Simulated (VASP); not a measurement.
# Si in VASP: notebook

The runs below take Si through single point, with PBE+D3(BJ).

All numbers are computed with VASP 6.6.1; they aren't measurements. Logs are shortened: lines on timing, memory, paths and dates and some standing lists are left out, and cuts for length are marked.

### 1 The cell of the first run

The cell holds a slab with vacuum, 4 atoms: a = 3.848 Å, b = 3.848 Å, c = 18.442 Å, α = 90.00°, β = 90.00°, γ = 120.00°.

### 2 Single point, PBE+D3(BJ)

Contents of INCAR:

```
SYSTEM = Si
ALGO = Normal
DIPOL = 0.5 0.5 0.378
EDIFF = 1E-7
ENCUT = 520
GGA = PE
IDIPOL = 3
ISIF = 2
ISMEAR = 0
IVDW = 12
LASPH = .True.
LCHARG = .False.
LDIPOL = .True.
LREAL = .False.
LWAVE = .False.
NBANDS = 16
NELM = 80
PREC = Accurate
SIGMA = 0.1
```

Contents of KPOINTS:

```
k-points
0
Gamma
  9 9 1
  0 0 0
```

Contents of POSCAR:

```
Si
1.0
    3.8475254748      0.0000000000      0.0000000000
   -1.9237627374      3.3320548028      0.0000000000
    0.0000000000      0.0000000000     18.4415958287
Si
4
Direct
    0.3333333333      0.6666666667      0.2695427207
    0.6666666667      0.3333333333      0.2440135898
    0.8333333333      1.0000000000      0.5119728204
    0.5000000000      1.3333333333      0.4864436895
```

Potentials or basis: VASP PAW PBE potentials, release 64 (Si).

Started as:

```sh
cat potpaw_PBE.64/Si/POTCAR > POTCAR
mpirun -np 1 vasp_std > vasp.out
```

OUTCAR:

```text
SYSTEM = Si
   EDIFF = 1E-7
   ENCUT = 520
   GGA = PE
   ISIF = 2
   ISMEAR = 0
   IVDW = 12
   LASPH = .True.
   LREAL = .False.
   NELM = 80
   PREC = Accurate
 IVDW          = 12

 ion  position               nearest neighbor table
   1  0.333  0.667  0.270-   2 2.27   2 2.27   2 2.27
   2  0.667  0.333  0.244-   1 2.27   1 2.27   1 2.27
   3  0.833  0.000  0.512-   4 2.27   4 2.27   4 2.27
   4  0.500  0.333  0.486-   3 2.27   3 2.27   3 2.27

  LATTYP: Found a hexagonal cell.
 ALAT       =     3.8475254748
 C/A-ratio  =     4.7931055816

  Lattice vectors:

 A1 = (   3.8475254748,   0.0000000000,   0.0000000000)
 A2 = (  -1.9237627374,   3.3320548028,   0.0000000000)
 A3 = (   0.0000000000,   0.0000000000,  18.4415958287)

Analysis of symmetry for initial positions (statically):
=====================================================================
 Subroutine PRICEL returns:
 Original cell was already a primitive cell.

 Routine SETGRP: Setting up the symmetry group for a
 hexagonal supercell.

 Subroutine GETGRP returns: Found  1 space group operations
 (whereof  1 operations were pure point group operations)
 out of a pool of 24 trial point group operations.

The static configuration has the point symmetry C_1 .

Analysis of symmetry for dynamics (positions and initial velocities):
=====================================================================
 Subroutine PRICEL returns:
 Original cell was already a primitive cell.

 Routine SETGRP: Setting up the symmetry group for a
 hexagonal supercell.

 Subroutine GETGRP returns: Found  1 space group operations
 (whereof  1 operations were pure point group operations)
 out of a pool of 24 trial point group operations.

The dynamic configuration has the point symmetry C_1 .

 Subroutine INISYM returns: Found  1 space group operations
 (whereof  1 operations are pure point group operations),
 and found     1 'primitive' translations

----------------------------------------------------------------------------------------

                                     Primitive cell

  volume of cell :     236.4243

  direct lattice vectors                    reciprocal lattice vectors
     3.847525475  0.000000000  0.000000000     0.259907311  0.150057556  0.000000000
    -1.923762737  3.332054803  0.000000000     0.000000000  0.300115112  0.000000000
     0.000000000  0.000000000 18.441595829     0.000000000  0.000000000  0.054225242

  length of vectors
     3.847525475  3.847525475 18.441595829     0.300115112  0.300115112  0.054225242

  position of ions in fractional coordinates (direct lattice)
     0.333333333  0.666666667  0.269542721
     0.666666667  0.333333333  0.244013590
     0.833333333  0.000000000  0.511972820
     0.500000000  0.333333333  0.486443689

  ion indices of the primitive-cell ions
   primitive index   ion index
                 1           1
                 2           2
                 3           3
                 4           4

----------------------------------------------------------------------------------------

 KPOINTS: k-points

Automatic generation of k-mesh.
 Grid dimensions read from file:
 generate k-points for:    9    9    1

 Generating k-lattice:

  Cartesian coordinates                     Fractional coordinates (reciprocal lattice)
     0.028878590  0.016673062  0.000000000     0.111111111  0.000000000  0.000000000
     0.000000000  0.033346124  0.000000000     0.000000000  0.111111111  0.000000000
     0.000000000  0.000000000  0.054225242     0.000000000  0.000000000  1.000000000

  Length of vectors
     0.033346124  0.033346124  0.054225242

  Shift w.r.t. Gamma in fractional coordinates (k-lattice)
     0.000000000  0.000000000  0.000000000

 Subroutine IBZKPT returns following result:
 ===========================================

 Found     41 irreducible k-points:

 Following reciprocal coordinates:
            Coordinates               Weight
  0.000000  0.000000  0.000000      1.000000
  0.111111  0.000000  0.000000      2.000000
  0.000000  0.111111  0.000000      2.000000
 -0.111111  0.111111  0.000000      2.000000
  0.222222  0.000000  0.000000      2.000000
  0.000000  0.222222  0.000000      2.000000
[... 16 lines left out ...]
  0.333333  0.111111  0.000000      2.000000
 -0.111111  0.444444  0.000000      2.000000
 [... further k-points ...]
   k-points           NKPTS =     41   k-points in BZ     NKDIM =     41   number of bands    NBANDS=     16
   number of dos      NEDOS =    301   number of ions     NIONS =      4
   total plane-waves  NPLWV = 126000
   dimension x,y,z NGX =    30 NGY =   30 NGZ =  140
   dimension x,y,z NGXF=    60 NGYF=   60 NGZF=  280
   ions per type =               4
   NGX,Y,Z   is equivalent  to a cutoff of  12.96, 12.96, 12.62 a.u.
   NGXF,Y,Z  is equivalent  to a cutoff of  25.93, 25.93, 25.24 a.u.
 SYSTEM =  Si
   PREC   = accura    normal or accurate (medium, high low for compatibility)
   ISTART =      0    job   : 0-new  1-cont  2-samecut
   ICHARG =      2    charge: 1-file 2-atom 10-const
   ISPIN  =      1    spin polarized calculation?
   LNONCOLLINEAR =      F non collinear calculations
   LSORBIT =      F    spin-orbit coupling
   LASPH  =      T    aspherical Exc in radial PAW
   ENCUT  =  520.0 eV  38.22 Ry    6.18 a.u.   7.15  7.15 34.29*2*pi/ulx,y,z
   NELM   =     80;   NELMIN=  2; NELMDL= -5     # of ELM steps
   EDIFF  = 0.1E-06   stopping-criterion for ELM
   LREAL  =      F    real-space projection
   EDIFFG = 0.1E-05   stopping-criterion for IOM
   NSW    =      0    number of steps for IOM
   IBRION =     -1    ionic relax: 0-MD 1-quasi-New 2-CG
   NFREE  =      0    steps in history (QN), initial steepest desc. (CG)
   ISIF   =      2    stress and relaxation
   ISYM   =      2    0-nonsym 1-usesym 2-fastsym
   POTIM  = 0.5000    time-step for ionic-motion
   TEBEG  =    0.0;   TEEND  =   0.0 temperature during run
   PSTRESS=    0.0 pullay stress
   NELECT =      16.0000    total number of electrons
   NUPDOWN=      -1.0000    fix difference up-down
   EMIN   =  10.00;   EMAX   =-10.00  energy-range for DOS
   EFERMI =   0.00;   METHOD = LEGACY
   ISMEAR =     0;   SIGMA  =   0.10  broadening in eV -4-tet -1-fermi 0-gaus
   EFERMI_NEDOS =   21; number of points for ismear=-14 and -15
   IALGO  =     38    algorithm
   IMIX   =      4    mixing-type and parameters
     AMIX     =   0.40;   BMIX     =  1.00
     AMIX_MAG =   1.60;   BMIX_MAG =  1.00
  volume/ion in A,a.u.               =      59.11       398.87
  Fermi-wavevector in a.u.,A,eV,Ry     =   0.667141  1.260713  6.055637  0.445077
  Thomas-Fermi vector in A             =   1.741657
   LORBIT       =      0    0 simple, 1 ext, 2 COOP (PROOUT), +10 PAW based schemes
   GGA     = PE    functional components
   LHFCALC =     F    Hartree Fock is set to
   AEXX    =    0.0000 exact exchange contribution
   IVDW    =    12    specifies the selected vdW correction
   LEPSILON=     F    determine dielectric tensor
   LRPA    =     F    only Hartree local field effects (RPA)
 non-spin polarized calculation
 Gauss-broadening in eV      SIGMA  =   0.10
  energy-cutoff  :      520.00
  volume of cell :      236.42
 maximum number of plane-waves:      6399
 NGX is ok and might be reduce to    30
   NGX = 15   NGY = 15   NGZ = 69

 dipolmoment           0.000000      0.000000     -0.000011 electrons x Angstroem

 number of electron      16.0000002 magnetization

 dipolmoment           0.000000      0.000000      0.003450 electrons x Angstroem

 Free energy of the ion-electron system (eV)
  ---------------------------------------------------
  ext. energy  EPLUGINS =         0.00000000
  ---------------------------------------------------
  free energy    TOTEN  =       -19.16862300 eV

  energy without entropy =      -19.16776292  energy(sigma->0) =      -19.16819296

 E-fermi :  -1.0178     XC(G=0):  -4.2353

 val. band max:       -1.1262476453   @ k =   0.3333   0.3333   0.0000
 cond. band min:      -0.9094159674   @ k =   0.3333   0.3333   0.0000
 fundamental gap:      0.2168316780
 Fermi energy:        -1.0178316315

 k-point     1 :       0.0000    0.0000    0.0000
  band No.  band energies     occupation
      1     -12.1531      2.00000
      2     -12.0561      2.00000
      3      -4.6021      2.00000
      4      -3.7974      2.00000
      5      -2.2129      2.00000
      6      -2.2053      2.00000
[... 8 lines left out ...]
     15       2.0783      0.00000
     16       2.5026      0.00000

 k-point     2 :       0.1111    0.0000    0.0000
  band No.  band energies     occupation
      1     -12.0074      2.00000
      2     -11.9108      2.00000
      3      -4.4928      2.00000
      4      -3.7535      2.00000
      5      -3.1744      2.00000
      6      -3.0919      2.00000
[... 8 lines left out ...]
     15       2.5920      0.00000
     16       2.6105      0.00000

 k-point     3 :       0.0000    0.1111    0.0000
  band No.  band energies     occupation
      1     -12.0073      2.00000
      2     -11.9108      2.00000
      3      -4.4905      2.00000
      4      -3.7589      2.00000
      5      -3.1603      2.00000
      6      -3.1033      2.00000
[... 8 lines left out ...]
     15       2.5788      0.00000
     16       2.6058      0.00000

 k-point     4 :      -0.1111    0.1111    0.0000
  band No.  band energies     occupation
      1     -12.0073      2.00000
      2     -11.9109      2.00000
      3      -4.4894      2.00000
      4      -3.7616      2.00000
      5      -3.1520      2.00000
      6      -3.1104      2.00000
[... 8 lines left out ...]
     15       2.5776      0.00000
     16       2.5945      0.00000

 k-point     5 :       0.2222    0.0000    0.0000
  band No.  band energies     occupation
      1     -11.5763      2.00000
      2     -11.4809      2.00000
      3      -5.0637      2.00000
      4      -4.9764      2.00000
      5      -3.9059      2.00000
      6      -3.1653      2.00000
[... 8 lines left out ...]
     15       3.8302      0.00000
     16       3.9014      0.00000

 k-point     6 :       0.0000    0.2222    0.0000
  band No.  band energies     occupation
      1     -11.5759      2.00000
      2     -11.4813      2.00000
      3      -5.0491      2.00000
      4      -4.9908      2.00000
      5      -3.9051      2.00000
      6      -3.1672      2.00000
[... 8 lines left out ...]
     15       3.8422      0.00000
     16       3.8826      0.00000
[... 267 lines left out ...]
 k-point    21 :       0.1111    0.2222    0.0000
  band No.  band energies     occupation
      1     -11.1544      2.00000
      2     -11.0614      2.00000
      3      -5.9689      2.00000
      4      -5.9227      2.00000
      5      -3.6745      2.00000
      6      -3.6270      2.00000
[... 8 lines left out ...]
     15       3.7143      0.00000
     16       4.0568      0.00000

 k-point    22 :       0.3333   -0.1111    0.0000
  band No.  band energies     occupation
      1     -11.1546      2.00000
      2     -11.0612      2.00000
      3      -5.9778      2.00000
      4      -5.9139      2.00000
      5      -3.6707      2.00000
      6      -3.6288      2.00000
[... 8 lines left out ...]
     15       3.6643      0.00000
     16       4.0720      0.00000

 k-point    23 :       0.3333    0.1111    0.0000
  band No.  band energies     occupation
      1     -10.3710      2.00000
      2     -10.2808      2.00000
      3      -7.4042      2.00000
      4      -7.3379      2.00000
      5      -4.0987      2.00000
      6      -4.0426      2.00000
[... 8 lines left out ...]
     15       4.7187      0.00000
     16       5.0931      0.00000

 k-point    24 :      -0.1111    0.4444    0.0000
  band No.  band energies     occupation
      1     -10.3677      2.00000
      2     -10.2840      2.00000
      3      -7.4088      2.00000
      4      -7.3332      2.00000
      5      -4.0996      2.00000
      6      -4.0427      2.00000
[... 8 lines left out ...]
     15       4.8512      0.00000
     16       5.0838      0.00000

 [... further k-points ...]

------------------------ aborting loop because EDIFF is reached ----------------------------------------

 vacuum level on the upper side and lower side of the slab       (xc-potential included)        -0.132        -0.179

 Edisp (eV)   -0.96287

 E8    (eV) :    -0.4085

  FORCE on cell =-STRESS in cart. coord.  units (eV):
  Direction    XX          YY          ZZ          XY          YZ          ZX
  --------------------------------------------------------------------------------------
  -------------------------------------------------------------------------------------
  Total      -0.14645    -0.14120    -0.86224    -0.02856     0.00175     0.00246
  in kB      -0.99248    -0.95684    -5.84316    -0.19352     0.01183     0.01668
  external pressure =       -2.60 kB  Pullay stress =        0.00 kB

 VOLUME and BASIS-vectors are now :
 -----------------------------------------------------------------------------
  energy-cutoff  :      520.00
  volume of cell :      236.42
      direct lattice vectors                 reciprocal lattice vectors
     3.847525475  0.000000000  0.000000000     0.259907311  0.150057556  0.000000000
    -1.923762737  3.332054803  0.000000000     0.000000000  0.300115112  0.000000000
     0.000000000  0.000000000 18.441595829     0.000000000  0.000000000  0.054225242

 POSITION                                       TOTAL-FORCE (eV/Angst)
 -----------------------------------------------------------------------------------
     -0.00000      2.22137      4.97080        -0.001452     -0.000483      0.138412
      1.92376      1.11068      4.50000         0.000842     -0.000238      0.059830
      3.20627      0.00000      9.44160         0.000494     -0.002710     -0.036560
      1.28251      1.11068      8.97080         0.000115      0.003431     -0.161682
 -----------------------------------------------------------------------------------
    total drift:                                0.000005     -0.000000      0.000153

  FREE ENERGIE OF THE ION-ELECTRON SYSTEM (eV)
  ---------------------------------------------------
  free  energy   TOTEN  =       -20.1314933452 eV

  energy  without entropy=      -20.1306332658  energy(sigma->0) =      -20.13106331

 vacuum level on the upper side and lower side of the slab         3.513         3.465
```

It took 2.4 min on 1 thread of Intel Xeon 6975P-C (Granite Rapids), shared host; peak memory 0.39 GiB.

Results:

| Property | Result |
| --- | --- |
| Free energy | -20.1315 eV |
| Largest force | 0.162 eV/Å |
| Band gap on the k mesh | 0.22 eV, direct |
| Dispersion energy per atom | -0.241 eV |

Forces on the atoms (eV/Å):
```
Si  -0.001  0.000  0.138
Si   0.001  0.000  0.060
Si   0.000 -0.003 -0.037
Si   0.000  0.003 -0.162
```

Levels at points of the mesh, in eV from the valence-band top:
```
           k point  band 4  band 5  band 6  band 7  band 8  band 9  band 10  band 11  band 12  band 13
(0.00, 0.00, 0.00)   -2.67   -1.09   -1.08   -1.05   -1.04    2.15     2.20     2.35     3.13     3.15
```

### 3 Single point, PBE+D3(BJ)

Contents of INCAR:

```
  PREC = Accurate
  ENCUT = 520
  EDIFF = 1E-6
  ISMEAR = 0
  SIGMA = 0.1
  LREAL = F
  LASPH = T
  NELM = 60
  ALGO = Normal
  ISIF = 2
  LWAVE = F
  LCHARG = F
  LDIPOL = T
  IDIPOL = 3
  DIPOL = 0.5 0.5 0.378
  GGA = PE
  IVDW = 12
  NBANDS = 16
```

Contents of KPOINTS:

```
Automatic mesh
0
Gamma
  9 9 1
```

POSCAR is that of step 2.

Potentials or basis: VASP PAW PBE potentials, release 64 (Si).

Started as:

```sh
cat potpaw_PBE.64/Si/POTCAR > POTCAR
mpirun -np 1 vasp_std > vasp.out
```

Run time: 2.2 min. Hardware: 1 thread of Intel Xeon 6975P-C (Granite Rapids), shared host; peak memory 0.39 GiB.

It converged, with:

```yaml
Free_energy: -20.1315 eV
Largest_force: 0.162 eV/Å
Band_gap_on_the_k_mesh: 0.22 eV, direct
Dispersion_energy_per_atom: -0.241 eV
```

Forces in eV/Å, atoms in the order of the input:
```
Si  -0.001  0.000  0.138
Si   0.001  0.000  0.060
Si   0.000 -0.003 -0.037
Si   0.000  0.003 -0.162
```

Levels at points of the mesh, in eV from the valence-band top:
```
           k point  band 4  band 5  band 6  band 7  band 8  band 9  band 10  band 11  band 12  band 13
(0.00, 0.00, 0.00)   -2.67   -1.09   -1.08   -1.05   -1.04    2.15     2.20     2.35     3.13     3.15
```
